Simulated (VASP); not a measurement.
# BaTiO3 (R3m) in VASP: notebook, part 3 of 3

VASP 6.6.1.

## Step 6: Relaxation of cell and atoms, PBE, collinear spin

This run uses another cell than the first one, of 12.84 Å³/atom.

Contents of INCAR:

```
ALGO = Normal
EDIFF = 1E-6
EDIFFG = -0.04
ENCUT = 600
GGA = PE
IBRION = 2
ISIF = 3
ISMEAR = 0
ISPIN = 2
LASPH = True
LCHARG = False
LMAXMIX = 4
LORBIT = 11
LREAL = False
LWAVE = False
MAGMOM = 0 1 0 0 0
NELM = 150
NSW = 90
PREC = Accurate
SIGMA = 0.1
```

Contents of KPOINTS:

```
k-points
0
Gamma
  6 6 6
```

Contents of POSCAR:

```
BaTiO3
1.0
    2.8276682000      1.6325550000      2.3177316200
   -2.8276682000      1.6325550000      2.3177316200
    0.0000000000     -3.2651099900      2.3177316200
Ba Ti O
1 1 3
Direct
    0.0000000000      0.0000000000      0.0000000000
    0.5140000000      0.5140000000      0.5140000000
    0.4916000100      0.4916000100      0.9815000300
    0.4916000100      0.9815000300      0.4916000100
    0.9815000300      0.4916000100      0.4916000100
```

Potentials or basis: VASP PAW PBE potentials, release 64 (Ba_sv, Ti_sv, O).

Run with:

```sh
$ cat potpaw_PBE.64/Ba_sv/POTCAR potpaw_PBE.64/Ti_sv/POTCAR potpaw_PBE.64/O/POTCAR > POTCAR
$ mpirun -np 1 vasp_std > vasp.out
```

OUTCAR:

```text
EDIFF = 1E-6
   EDIFFG = -0.04
   ENCUT = 600
   GGA = PE
   IBRION = 2
   ISIF = 3
   ISMEAR = 0
   ISPIN = 2
   LASPH = True
   LORBIT = 11
   LREAL = False
   NELM = 150
   NSW = 90
   PREC = Accurate

 ion  position               nearest neighbor table
   1  0.000  0.000  0.000-   4 2.79   5 2.79   3 2.79   3 2.83   3 2.83   4 2.83   5 2.83   5 2.83
                             4 2.83   5 2.88   4 2.88   3 2.88   2 3.38   2 3.43   2 3.43   2 3.43
   2  0.514  0.514  0.514-   3 1.88   4 1.88   5 1.88   3 2.14   4 2.14   5 2.14   1 3.38   1 3.43
                             1 3.43   1 3.43   1 3.50   1 3.50   1 3.50   1 3.57
   3  0.492  0.492  0.982-   2 1.88   2 2.14   1 2.79   1 2.83   1 2.83   1 2.88
   4  0.492  0.982  0.492-   2 1.88   2 2.14   1 2.79   1 2.83   1 2.83   1 2.88
   5  0.982  0.492  0.492-   2 1.88   2 2.14   1 2.79   1 2.83   1 2.83   1 2.88

  LATTYP: Found a trigonal (rhomboedric) cell.
 ALAT       =     4.0041007866
 COS(alpha) =     0.0025827156

  Lattice vectors:

 A1 = (   2.8276682000,   1.6325550000,   2.3177316200)
 A2 = (  -2.8276682000,   1.6325550000,   2.3177316200)
 A3 = (   0.0000000000,  -3.2651099900,   2.3177316200)

Analysis of symmetry for initial positions (statically):
=====================================================================
 Subroutine PRICEL returns:
 Original cell was already a primitive cell.

 Routine SETGRP: Setting up the symmetry group for a
 trigonal (rhombohedral) supercell.

 Subroutine GETGRP returns: Found  6 space group operations
 (whereof  6 operations were pure point group operations)
 out of a pool of 12 trial point group operations.

The static configuration has the point symmetry C_3v.

Analysis of symmetry for dynamics (positions and initial velocities):
=====================================================================
 Subroutine PRICEL returns:
 Original cell was already a primitive cell.

 Routine SETGRP: Setting up the symmetry group for a
 trigonal (rhombohedral) supercell.

 Subroutine GETGRP returns: Found  6 space group operations
 (whereof  6 operations were pure point group operations)
 out of a pool of 12 trial point group operations.

[... 172 lines left out ...]

------------------------ aborting loop because EDIFF is reached ----------------------------------------

  FORCE on cell =-STRESS in cart. coord.  units (eV):
  Direction    XX          YY          ZZ          XY          YZ          ZX
  --------------------------------------------------------------------------------------
  -------------------------------------------------------------------------------------
  Total        2.7028299      2.7028299      2.5693877      0.0000000      0.0000000     -0.0000000
  in kB       67.4556957     67.4556957     64.1253219      0.0000000      0.0000001     -0.0000000
  external PRESSURE =      66.3455711 kB  Pullay stress =       0.0000000 kB
[... 102 lines left out ...]
  FREE ENERGIE OF THE ION-ELECTRON SYSTEM (eV)
  ---------------------------------------------------
  free  energy   TOTEN  =       -40.0463297821 eV

  energy  without entropy=      -40.0463297821  energy(sigma->0) =      -40.04632978

[... ionic steps 4 to 7 ...]

--------------------------------------- Ionic step        8  -------------------------------------------

 number of electron      39.9999989 magnetization      -0.0000000

 number of electron      39.9999989 magnetization       0.0000000
[... 79 lines left out ...]
 number of electron      39.9999993 magnetization       0.0000000

 number of electron      39.9999993 magnetization      -0.0000000

 Free energy of the ion-electron system (eV)
  ---------------------------------------------------
  ext. energy  EPLUGINS =         0.00000000
  ---------------------------------------------------
  free energy    TOTEN  =       -40.05981416 eV

  energy without entropy =      -40.05981416  energy(sigma->0) =      -40.05981416

 E-fermi :   3.8918     XC(G=0): -10.9494

 val. band max:        3.3466113388   @ k =   0.5000   0.5000   0.5000
 cond. band min:       5.9249328273   @ k =   0.0000   0.0000   0.0000
 fundamental gap:      2.5783214885
 Fermi energy:         3.8917773123

 spin component 1

 k-point     1 :       0.0000    0.0000    0.0000
  band No.  band energies     occupation
      1     -52.9723      1.00000
      2     -29.2265      1.00000
      3     -29.2213      1.00000
      4     -29.2213      1.00000
      5     -21.5846      1.00000
      6     -13.3329      1.00000
[... 661 lines left out ...]
     24       8.8945      0.00000
     25      10.2815      0.00000

 [... further k-points ...]

 spin component 2

 k-point     1 :       0.0000    0.0000    0.0000
  band No.  band energies     occupation
      1     -52.9723      1.00000
      2     -29.2265      1.00000
      3     -29.2213      1.00000
      4     -29.2213      1.00000
      5     -21.5846      1.00000
      6     -13.3329      1.00000
[... 695 lines left out ...]
  FREE ENERGIE OF THE ION-ELECTRON SYSTEM (eV)
  ---------------------------------------------------
  free  energy   TOTEN  =       -40.0598141598 eV

  energy  without entropy=      -40.0598141598  energy(sigma->0) =      -40.05981416

 reached required accuracy - stopping structural energy minimisation

 total charge

# of ion       s       p       d       tot
------------------------------------------
    1        2.004   5.644   0.297   7.945
    2        2.218   6.255   1.789  10.262
    3        1.562   3.455   0.000   5.017
    4        1.562   3.455   0.000   5.017
    5        1.562   3.455   0.000   5.017
--------------------------------------------------
tot          8.909  22.264   2.086  33.258

 magnetization (x)

# of ion       s       p       d       tot
------------------------------------------
    1        0.000   0.000   0.000   0.000
    2       -0.000  -0.000   0.000  -0.000
    3        0.000   0.000   0.000   0.000
    4        0.000   0.000   0.000   0.000
    5        0.000   0.000   0.000   0.000
--------------------------------------------------
tot          0.000   0.000   0.000   0.000
```

CONTCAR:

```text
BaTiO3
   1.00000000000000
     2.8735908023842622    1.6590684269817293    2.3650070121261715
    -2.8735908023842622    1.6590684269817293    2.3650070121261715
     0.0000000000000000   -3.3181368435955405    2.3650070119809383
  Ba              Ti              O
     1     1     3
Direct
     0.0038898248203680    0.0038898248203680    0.0038898248203541
     0.5197251669375601    0.5197251669375601    0.5197251669376101
     0.4888298122479159    0.4888298122479159    0.9774254337461429
     0.4888298122479642    0.9774254337461921    0.4888298122479468
     0.9774254337461921    0.4888298122479642    0.4888298122479468

  0.00000000E+00  0.00000000E+00  0.00000000E+00
  0.00000000E+00  0.00000000E+00  0.00000000E+00
  0.00000000E+00  0.00000000E+00  0.00000000E+00
  0.00000000E+00  0.00000000E+00  0.00000000E+00
  0.00000000E+00  0.00000000E+00  0.00000000E+00
```

Wall time 4.5 min (1 thread of Intel Xeon 6975P-C (Granite Rapids), shared host); peak memory 0.28 GiB.

Results:

```
Free energy                                           : -40.0598 eV
Relaxed volume                                        : 13.53 Å³/atom
Relaxed cell                                          : a = 4.075 Å, b = 4.075 Å, c = 4.075 Å, α = 89.70°, β = 89.70°, γ = 89.70°
Space group after relaxing (to 0.1 Å)                 : R3m (No. 160)
Energy gained by relaxing                             : 12.5 meV/atom
Ionic steps                                           : 10
Pressure after relaxing                               : -0.1 GPa
Largest force after relaxing                          : 0.024 eV/Å
Band gap on the k mesh                                : 2.58 eV (least direct gap 3.13 eV)
Net moment                                            : 0.00 μB per cell
Valence electrons inside the program's atomic spheres : Ba 7.95; Ti 10.26; O 5.02
```

Forces on the atoms (eV/Å):
```
Ba   0.000  0.000  0.024
Ti   0.000  0.000 -0.017
O    0.000  0.006 -0.003
O    0.005 -0.003 -0.003
O   -0.005 -0.003 -0.003
```

Step by step:
| step | energy change (eV) | largest force (eV/Å) | pressure (GPa) | volume (Å³) |
| --- | --- | --- | --- | --- |
| 1 | 0.0000 | 0.2097 | 6.63 | 64.20 |
| 2 | 0.0055 | 0.6020 | -5.82 | 69.26 |
| 3 | -0.0492 | 0.2643 | 0.10 | 66.59 |
| 4 | -0.0492 | 0.2574 | 0.21 | 66.54 |
| 5 | -0.0545 | 0.2009 | 0.19 | 66.78 |
| 6 | -0.0610 | 0.1002 | 0.37 | 67.49 |
| 7 | -0.0611 | 0.0972 | 0.32 | 67.40 |
| 8 | -0.0617 | 0.0641 | -0.62 | 67.86 |
| 9 | -0.0619 | 0.0736 | -0.35 | 67.72 |
| 10 | -0.0627 | 0.0243 | -0.07 | 67.65 |

Final structure:
```
Ba Ti O
1.0
     2.87359    1.65907    2.36501
    -2.87359    1.65907    2.36501
     0.00000   -3.31814    2.36501
Ba Ti O
1 1 3
Direct
  0.00389 0.00389 0.00389
  0.51973 0.51973 0.51973
  0.48883 0.48883 0.97743
  0.48883 0.97743 0.48883
  0.97743 0.48883 0.48883
```

Levels at points of the mesh, in eV from the valence-band top:
Spin up:
```tsv
k point	band 16	band 17	band 18	band 19	band 20	band 21	band 22	band 23	band 24	band 25
(0.00, 0.00, 0.00)	-1.34	-0.97	-0.70	-0.55	-0.55	2.58	2.58	2.75	4.44	4.44
(0.50, 0.00, 0.00)	-2.01	-1.60	-1.51	-1.05	-0.88	2.73	3.69	3.84	4.40	5.82
(0.50, 0.50, 0.00)	-2.55	-1.58	-0.92	-0.84	-0.09	3.77	3.79	4.08	4.82	7.39
(0.50, 0.50, 0.50)	-2.39	-2.32	-0.03	-0.03	0.00	4.11	4.33	4.33	6.33	6.33
```
Spin down:
| k point | band 17 | band 18 | band 19 | band 20 | band 21 | band 22 | band 23 | band 24 |
| --- | --- | --- | --- | --- | --- | --- | --- | --- |
| (0.00, 0.00, 0.00) | -0.97 | -0.70 | -0.55 | -0.55 | 2.58 | 2.58 | 2.75 | 4.44 |
| (0.50, 0.00, 0.00) | -1.60 | -1.51 | -1.05 | -0.88 | 2.73 | 3.69 | 3.84 | 4.40 |
| (0.50, 0.50, 0.00) | -1.58 | -0.92 | -0.84 | -0.09 | 3.77 | 3.79 | 4.08 | 4.82 |
| (0.50, 0.50, 0.50) | -2.32 | -0.03 | -0.03 | 0.00 | 4.11 | 4.33 | 4.33 | 6.33 |

Caveat: spin-orbit coupling is left out, which moves the levels of the heavy elements. A hybrid or GW would open this gap; PBE tends to underestimate it.

## Step 7: Overview

| task | spin | cell | cutoff (eV) | smearing | gap on the mesh (eV) | pressure (GPa) | largest force (eV/Å) |
| --- | --- | --- | --- | --- | --- | --- | --- |
| single point | off | a = 3.934 Å, 5 atoms, atomic positions A | 520 | gaussian 0.02 eV | 1.98 | 14.8 | 0.03 |
| single point | off | a = 3.977 Å, angles 89.9°, 5 atoms, atomic positions B | 520 | gaussian 0.02 eV | 2.19 | 9.3 | 0.05 |
| single point | off | a = 4.019 Å, angles 89.8°, 5 atoms, atomic positions C | 520 | gaussian 0.02 eV | 2.39 | 5.0 | 0.07 |
| relaxation of shape and atoms at fixed volume | off | relaxed from a = 3.890 Å, 5 atoms, atomic positions A | 600 | gaussian 0.02 eV | 1.91 | 22.1 | 0.01 |
| relaxation of cell and atoms | collinear | relaxed from a = 4.004 Å, angles 89.9°, 5 atoms, atomic positions D | 600 | gaussian 0.1 eV | 2.58 | -0.1 | 0.02 |

Alike in all rows: level PBE; potentials or basis VASP PAW PBE potentials, release 64 (Ba_sv, Ti_sv, O); k mesh 6 × 6 × 6.

Caveats: spin-orbit coupling is left out, which moves the levels of the heavy elements; the cell stands under pressure (at least some runs).

Total energies depend on the potentials used, so only differences within one code and one set of settings carry meaning.
